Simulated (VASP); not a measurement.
# HRh12 in VASP: notebook

The runs below take HRh12 through single point, with PBE.

Program: VASP 6.6.1. These are calculated values, not measurements. Logs are shortened: lines on timing, memory, paths and dates and some standing lists are left out, and cuts for length are marked.

### Step 1. The cell of the first run

The cell holds a slab with vacuum, 13 atoms: a = 5.417 Å, b = 5.417 Å, c = 19.797 Å, α = 90.00°, β = 90.00°, γ = 120.00°.

### Step 2. Single point, PBE

Input file INCAR:

```
PREC     = Accurate       # precision mode
ENCUT    = 520            # plane-wave cutoff, eV
EDIFF    = 1E-7           # SCF threshold, eV
ISMEAR   = 0              # smearing method
SIGMA    = 0.1            # smearing width, eV
LREAL    = False          # projectors in reciprocal space
LASPH    = True           # aspherical terms in the spheres
NELM     = 60             # most SCF steps
ALGO     = Normal         # electronic algorithm
ISIF     = 2              # what is computed and relaxed
LWAVE    = False          # write WAVECAR
LCHARG   = False          # write CHGCAR
LDIPOL   = True         
IDIPOL   = 3            
DIPOL    = 0.5 0.5 0.323
GGA      = PE             # functional
NBANDS   = 102            # bands
```

Input file KPOINTS:

```
Automatic mesh
0
Gamma
  6 6 1
```

Input file POSCAR:

```
HRh12
1.0
    5.4165863251      0.0000000000      0.0000000000
   -2.7082931626      4.6909013593      0.0000000000
    0.0000000000      0.0000000000     19.7966118206
Rh H
12 1
Direct
    0.3333333333      0.1666666667      0.2020547777
    0.3333333333      0.6666666667      0.2020547777
    0.8333333333      0.1666666667      0.2020547777
    0.8333333333      0.6666666667      0.2020547777
    0.1666666667      0.3333333333      0.3106031918
    0.1666666667      0.8333333333      0.3106031918
    0.6666666667      0.3333333333      0.3106031918
    0.6666666667      0.8333333333      0.3106031918
    0.0000000000      0.0000000000      0.4190925142
    0.0000000000      0.5000000000      0.4190925142
    0.5000000000      0.0000000000      0.4190925142
    0.5000000000      0.5000000000      0.4190925142
    0.2500000000      0.1666666667      0.4778421456
```

Potentials or basis: VASP PAW PBE potentials, release 64 (Rh_pv, H).

Started as:

```sh
$ cat potpaw_PBE.64/Rh_pv/POTCAR potpaw_PBE.64/H/POTCAR > POTCAR
$ mpirun -np 1 vasp_std > vasp.out
```

OUTCAR:

```text
PREC = Accurate
   ENCUT = 520
   EDIFF = 1E-7
   ISMEAR = 0
   LREAL = False
   LASPH = True
   NELM = 60
   ISIF = 2
   GGA = PE

 ion  position               nearest neighbor table
   1  0.333  0.167  0.202-   5 2.66   7 2.66   6 2.66   4 2.71   4 2.71   3 2.71   3 2.71   2 2.71
                             2 2.71
   2  0.333  0.667  0.202-   6 2.66   8 2.66   5 2.66   3 2.71   3 2.71   4 2.71   4 2.71   1 2.71
                             1 2.71
   3  0.833  0.167  0.202-   7 2.66   5 2.66   8 2.66   2 2.71   2 2.71   1 2.71   1 2.71   4 2.71
                             4 2.71
   4  0.833  0.667  0.202-   8 2.66   6 2.66   7 2.66   1 2.71   1 2.71   2 2.71   2 2.71   3 2.71
                             3 2.71
   5  0.167  0.333  0.311-  12 2.66   9 2.66  10 2.66   1 2.66   3 2.66   2 2.66   8 2.71   8 2.71
                             7 2.71   7 2.71   6 2.71   6 2.71
   6  0.167  0.833  0.311-  11 2.66  10 2.66   9 2.66   2 2.66   4 2.66   1 2.66   7 2.71   7 2.71
                             8 2.71   8 2.71   5 2.71   5 2.71
   7  0.667  0.333  0.311-  10 2.66  11 2.66  12 2.66   3 2.66   1 2.66   4 2.66   6 2.71   6 2.71
                             5 2.71   5 2.71   8 2.71   8 2.71
   8  0.667  0.833  0.311-   9 2.66  12 2.66  11 2.66   4 2.66   2 2.66   3 2.66   5 2.71   5 2.71
                             6 2.71   6 2.71   7 2.71   7 2.71
   9  0.000  0.000  0.419-  13 1.67   8 2.66   5 2.66   6 2.66  12 2.71  12 2.71  11 2.71  11 2.71
                            10 2.71  10 2.71
  10  0.000  0.500  0.419-   7 2.66   6 2.66   5 2.66  11 2.71  11 2.71  12 2.71  12 2.71   9 2.71
                             9 2.71
  11  0.500  0.000  0.419-   6 2.66   7 2.66   8 2.66  10 2.71  10 2.71   9 2.71   9 2.71  12 2.71
                            12 2.71
  12  0.500  0.500  0.419-  13 2.00   5 2.66   8 2.66   7 2.66   9 2.71   9 2.71  10 2.71  10 2.71
                            11 2.71  11 2.71
  13  0.250  0.167  0.478-   9 1.67  12 2.00

  LATTYP: Found a hexagonal cell.
 ALAT       =     5.4165863251
 C/A-ratio  =     3.6548133146

  Lattice vectors:

 A1 = (   5.4165863251,   0.0000000000,   0.0000000000)
 A2 = (  -2.7082931626,   4.6909013593,   0.0000000000)
 A3 = (   0.0000000000,   0.0000000000,  19.7966118206)

Analysis of symmetry for initial positions (statically):
=====================================================================
 Subroutine PRICEL returns:
 Original cell was already a primitive cell.

 Routine SETGRP: Setting up the symmetry group for a
 hexagonal supercell.

 Subroutine GETGRP returns: Found  1 space group operations
 (whereof  1 operations were pure point group operations)
 out of a pool of 24 trial point group operations.

The static configuration has the point symmetry C_1 .

Analysis of symmetry for dynamics (positions and initial velocities):
=====================================================================
 Subroutine PRICEL returns:
 Original cell was already a primitive cell.

 Routine SETGRP: Setting up the symmetry group for a
 hexagonal supercell.

 Subroutine GETGRP returns: Found  1 space group operations
 (whereof  1 operations were pure point group operations)
 out of a pool of 24 trial point group operations.

The dynamic configuration has the point symmetry C_1 .

 Subroutine INISYM returns: Found  1 space group operations
 (whereof  1 operations are pure point group operations),
 and found     1 'primitive' translations

----------------------------------------------------------------------------------------

                                     Primitive cell

  volume of cell :     503.0056

  direct lattice vectors                    reciprocal lattice vectors
     5.416586325  0.000000000  0.000000000     0.184618123  0.106589323  0.000000000
    -2.708293163  4.690901359  0.000000000     0.000000000  0.213178646  0.000000000
     0.000000000  0.000000000 19.796611821     0.000000000  0.000000000  0.050513694

  length of vectors
     5.416586325  5.416586325 19.796611821     0.213178646  0.213178646  0.050513694

  position of ions in fractional coordinates (direct lattice)
     0.333333333  0.166666667  0.202054778
     0.333333333  0.666666667  0.202054778
     0.833333333  0.166666667  0.202054778
     0.833333333  0.666666667  0.202054778
     0.166666667  0.333333333  0.310603192
     0.166666667  0.833333333  0.310603192
     0.666666667  0.333333333  0.310603192
     0.666666667  0.833333333  0.310603192
     0.000000000  0.000000000  0.419092514
     0.000000000  0.500000000  0.419092514
     0.500000000  0.000000000  0.419092514
     0.500000000  0.500000000  0.419092514
     0.250000000  0.166666667  0.477842146

  ion indices of the primitive-cell ions
   primitive index   ion index
                 1           1
                 2           2
                 3           3
                 4           4
                 5           5
                 6           6
                 7           7
                 8           8
                 9           9
                10          10
                11          11
                12          12
                13          13

----------------------------------------------------------------------------------------

 KPOINTS: Automatic mesh

Automatic generation of k-mesh.
 Grid dimensions read from file:
 generate k-points for:    6    6    1

 Generating k-lattice:

  Cartesian coordinates                     Fractional coordinates (reciprocal lattice)
     0.030769687  0.017764887  0.000000000     0.166666667 -0.000000000  0.000000000
     0.000000000  0.035529774  0.000000000     0.000000000  0.166666667  0.000000000
     0.000000000  0.000000000  0.050513694     0.000000000  0.000000000  1.000000000

  Length of vectors
     0.035529774  0.035529774  0.050513694

  Shift w.r.t. Gamma in fractional coordinates (k-lattice)
     0.000000000  0.000000000  0.000000000

 Subroutine IBZKPT returns following result:
 ===========================================

 Found     20 irreducible k-points:

 Following reciprocal coordinates:
            Coordinates               Weight
  0.000000  0.000000  0.000000      1.000000
  0.166667  0.000000  0.000000      2.000000
  0.000000  0.166667  0.000000      2.000000
 -0.166667  0.166667  0.000000      2.000000
  0.333333  0.000000  0.000000      2.000000
  0.000000  0.333333  0.000000      2.000000
[... 12 lines left out ...]
  0.500000 -0.166667  0.000000      2.000000
  0.333333  0.333333  0.000000      2.000000
   k-points           NKPTS =     20   k-points in BZ     NKDIM =     20   number of bands    NBANDS=    102
   number of dos      NEDOS =    301   number of ions     NIONS =     13
   total plane-waves  NPLWV = 240000
   dimension x,y,z NGX =    40 NGY =   40 NGZ =  150
   dimension x,y,z NGXF=    80 NGYF=   80 NGZF=  300
   ions per type =              12   1
   NGX,Y,Z   is equivalent  to a cutoff of  12.28, 12.28, 12.60 a.u.
   NGXF,Y,Z  is equivalent  to a cutoff of  24.55, 24.55, 25.19 a.u.
 SYSTEM =  unknown system
   PREC   = accura    normal or accurate (medium, high low for compatibility)
   ISTART =      0    job   : 0-new  1-cont  2-samecut
   ICHARG =      2    charge: 1-file 2-atom 10-const
   ISPIN  =      1    spin polarized calculation?
   LNONCOLLINEAR =      F non collinear calculations
   LSORBIT =      F    spin-orbit coupling
   LASPH  =      T    aspherical Exc in radial PAW
   ENCUT  =  520.0 eV  38.22 Ry    6.18 a.u.  10.07 10.07 36.81*2*pi/ulx,y,z
   NELM   =     60;   NELMIN=  2; NELMDL= -5     # of ELM steps
   EDIFF  = 0.1E-06   stopping-criterion for ELM
   LREAL  =      F    real-space projection
   EDIFFG = 0.1E-05   stopping-criterion for IOM
   NSW    =      0    number of steps for IOM
   IBRION =     -1    ionic relax: 0-MD 1-quasi-New 2-CG
   NFREE  =      0    steps in history (QN), initial steepest desc. (CG)
   ISIF   =      2    stress and relaxation
   ISYM   =      2    0-nonsym 1-usesym 2-fastsym
   POTIM  = 0.5000    time-step for ionic-motion
   TEBEG  =    0.0;   TEEND  =   0.0 temperature during run
   PSTRESS=    0.0 pullay stress
   NELECT =     181.0000    total number of electrons
   NUPDOWN=      -1.0000    fix difference up-down
   EMIN   =  10.00;   EMAX   =-10.00  energy-range for DOS
   EFERMI =   0.00;   METHOD = LEGACY
   ISMEAR =     0;   SIGMA  =   0.10  broadening in eV -4-tet -1-fermi 0-gaus
   EFERMI_NEDOS =   21; number of points for ismear=-14 and -15
   IALGO  =     38    algorithm
   IMIX   =      4    mixing-type and parameters
     AMIX     =   0.40;   BMIX     =  1.00
     AMIX_MAG =   1.60;   BMIX_MAG =  1.00
  volume/ion in A,a.u.               =      38.69       261.11
  Fermi-wavevector in a.u.,A,eV,Ry     =   1.164421  2.200437 18.447821  1.355877
  Thomas-Fermi vector in A             =   2.300959
   LORBIT       =      0    0 simple, 1 ext, 2 COOP (PROOUT), +10 PAW based schemes
   GGA     = PE    functional components
   LHFCALC =     F    Hartree Fock is set to
   AEXX    =    0.0000 exact exchange contribution
   IVDW    =     0    specifies the selected vdW correction
   LEPSILON=     F    determine dielectric tensor
   LRPA    =     F    only Hartree local field effects (RPA)
 non-spin polarized calculation
 Gauss-broadening in eV      SIGMA  =   0.10
  energy-cutoff  :      520.00
  volume of cell :      503.01
 maximum number of plane-waves:     13567
   NGX = 21   NGY = 21   NGZ = 73

 dipolmoment           0.000000      0.000000     -0.146163 electrons x Angstroem

 number of electron     181.0000009 magnetization

 dipolmoment           0.000000      0.000000      0.013633 electrons x Angstroem

 Free energy of the ion-electron system (eV)
  ---------------------------------------------------
  ext. energy  EPLUGINS =         0.00000000
  ---------------------------------------------------
  free energy    TOTEN  =       -84.47141827 eV

  energy without entropy =      -84.38103562  energy(sigma->0) =      -84.42622695

 E-fermi :   0.5360     XC(G=0):  -5.6009

 val. band max:        0.5319893868   @ k =   0.1667   0.0000   0.0000
 cond. band min:       0.5687805627   @ k =   0.1667   0.1667   0.0000
 fundamental gap:      0.0367911759
 Fermi energy:         0.5359580614

 k-point     1 :       0.0000    0.0000    0.0000
  band No.  band energies     occupation
      1     -46.5655      2.00000
      2     -46.5579      2.00000
      3     -46.5555      2.00000
      4     -46.4754      2.00000
      5     -46.4013      2.00000
      6     -46.3864      2.00000
[... 94 lines left out ...]
    101       2.2119      0.00000
    102       2.4708      0.00000

 k-point     2 :       0.1667    0.0000    0.0000
  band No.  band energies     occupation
      1     -46.5454      2.00000
      2     -46.5395      2.00000
      3     -46.5216      2.00000
      4     -46.4671      2.00000
      5     -46.3964      2.00000
      6     -46.3841      2.00000
[... 1984 lines left out ...]
    101       1.1904      0.00000
    102       1.2221      0.00000

------------------------ aborting loop because EDIFF is reached ----------------------------------------

 vacuum level on the upper side and lower side of the slab       (xc-potential included)         0.036        -0.097

  FORCE on cell =-STRESS in cart. coord.  units (eV):
  Direction    XX          YY          ZZ          XY          YZ          ZX
  --------------------------------------------------------------------------------------
  -------------------------------------------------------------------------------------
  Total       -5.5956423     -5.9735686      1.1278137      0.2359096      0.6680928      1.1190183
  in kB      -17.8232824    -19.0270561      3.5923208      0.7514212      2.1280144      3.5643055
  external PRESSURE =     -11.0860059 kB  Pullay stress =       0.0000000 kB

 VOLUME and BASIS-vectors are now :
 -----------------------------------------------------------------------------
  energy-cutoff  :      520.00
  volume of cell :      503.01
      direct lattice vectors                 reciprocal lattice vectors
     5.416586325  0.000000000  0.000000000     0.184618123  0.106589323  0.000000000
    -2.708293163  4.690901359  0.000000000     0.000000000  0.213178646  0.000000000
     0.000000000  0.000000000 19.796611821     0.000000000  0.000000000  0.050513694

 POSITION                                       TOTAL-FORCE (eV/Angst)
 -----------------------------------------------------------------------------------
      1.35415      0.78182      4.00000        -0.030807     -0.006938     -0.051489
     -0.00000      3.12727      4.00000        -0.117160     -0.092749     -0.137451
      4.06244      0.78182      4.00000         0.035033      0.037708     -0.030817
      2.70829      3.12727      4.00000         0.009692      0.016358     -0.004033
      0.00000      1.56363      6.14889        -0.015682     -0.022089     -0.063668
     -1.35415      3.90908      6.14889        -0.027545     -0.027823     -0.061869
      2.70829      1.56363      6.14889         0.040328      0.031668     -0.086137
      1.35415      3.90908      6.14889        -0.083499     -0.025881      0.087569
      0.00000      0.00000      8.29661        -0.310659     -0.273273      0.072890
     -1.35415      2.34545      8.29661        -0.041462      0.014274     -0.032996
      2.70829      0.00000      8.29661         0.144898     -0.104073      0.057857
      1.35415      2.34545      8.29661        -0.024296      0.128705      0.242102
      0.90276      0.78182      9.45966         0.421161      0.324113      0.008043
 -----------------------------------------------------------------------------------
    total drift:                               -0.000011      0.000026      0.000027

  FREE ENERGIE OF THE ION-ELECTRON SYSTEM (eV)
  ---------------------------------------------------
  free  energy   TOTEN  =       -84.4714182748 eV

  energy  without entropy=      -84.3810356153  energy(sigma->0) =      -84.42622695

 vacuum level on the upper side and lower side of the slab         5.665         5.537
```

Wall time 38 min (1 thread of Intel Xeon 6975P-C (Granite Rapids), shared host); peak memory 0.95 GiB.

What came out:

* Free energy: -84.4714 eV
* Largest force: 0.531 eV/Å
* Band gap on the k mesh: zero (an odd number of electrons rules out a gap without spin polarisation)

Forces in eV/Å, atoms in the order of the input:
```
Rh  -0.031 -0.007 -0.051
Rh  -0.117 -0.093 -0.137
Rh   0.035  0.038 -0.031
Rh   0.010  0.016 -0.004
Rh  -0.016 -0.022 -0.064
Rh  -0.028 -0.028 -0.062
Rh   0.040  0.032 -0.086
Rh  -0.083 -0.026  0.088
Rh  -0.311 -0.273  0.073
Rh  -0.041  0.014 -0.033
Rh   0.145 -0.104  0.058
Rh  -0.024  0.129  0.242
H    0.421  0.324  0.008
```

Levels at points of the mesh, in eV from the Fermi level:
| k point | band 88 | band 89 | band 90 | band 91 | band 92 | band 93 | band 94 | band 95 | band 96 | band 97 |
| --- | --- | --- | --- | --- | --- | --- | --- | --- | --- | --- |
| (0.00, 0.00, 0.00) | 0.26 | 0.39 | 0.40 | 0.51 | 0.53 | 0.53 | 0.77 | 0.89 | 0.91 | 0.93 |
| (0.50, 0.00, 0.00) | -0.79 | -0.57 | -0.40 | -0.36 | -0.34 | -0.23 | -0.06 | 0.26 | 0.28 | 0.47 |
| (0.00, 0.50, 0.00) | -0.79 | -0.58 | -0.40 | -0.36 | -0.34 | -0.24 | -0.05 | 0.23 | 0.29 | 0.45 |
| (0.50, 0.50, 0.00) | -0.80 | -0.67 | -0.41 | -0.37 | -0.34 | -0.25 | -0.04 | 0.24 | 0.29 | 0.43 |

[end of part 1 of 2]
